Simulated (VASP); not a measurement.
Input of a VASP 6.6.1 run:

File INCAR:

```
SYSTEM = Al
PREC     = Accurate       ! precision mode
ENCUT    = 520            ! plane-wave cutoff, eV
EDIFF    = 1E-6           ! SCF threshold, eV
ISMEAR   = 0              ! smearing method
SIGMA    = 0.15           ! smearing width, eV
LREAL    = .FALSE.        ! projectors in reciprocal space
LASPH    = .TRUE.         ! aspherical terms in the spheres
NELM     = 60             ! most SCF steps
ALGO     = Normal         ! electronic algorithm
ISIF     = 2              ! what is computed and relaxed
LWAVE    = .FALSE.        ! write WAVECAR
LCHARG   = .TRUE.         ! write CHGCAR
GGA      = PS             ! functional
LELF     = .TRUE.         ! ELF
LVHAR    = .TRUE.       
NBANDS   = 8              ! bands
```

Contents of KPOINTS:

```
Automatic mesh
0
G
  20 20 20
  0 0 0
```

File POSCAR:

```
Al
1.0
    0.1138488750      2.0239800000      2.0239800000
    2.1378288750      0.0000000000      2.1378288750
    2.0239800000      2.0239800000      0.1138488750
Al
1
Direct
    0.0000000000      0.0000000000      0.0000000000
```

Potentials or basis: VASP PAW PBE potentials, release 64 (Al).

The run is started by

```bash
$ cat potpaw_PBE.64/Al/POTCAR > POTCAR
$ mpirun -np 1 vasp_std > vasp.out
```

Question: Predict the band gap on the k mesh.

Answer: Zero (an odd number of electrons rules out a gap without spin polarisation).

Question: What does it give for the pressure?

Answer: -0.6 GPa.

Stress tensor (GPa, compression positive):
```
-0.09  0.00 -4.32
 0.00 -1.69  0.00
-4.32  0.00 -0.09
```

Caveat: the cell differs from its parent crystal (strain +0.1125 x Voigt [0, 0, 0, 0, 1, 0]); the PAW data sets were made with another functional, which shifts forces and pressure a little.
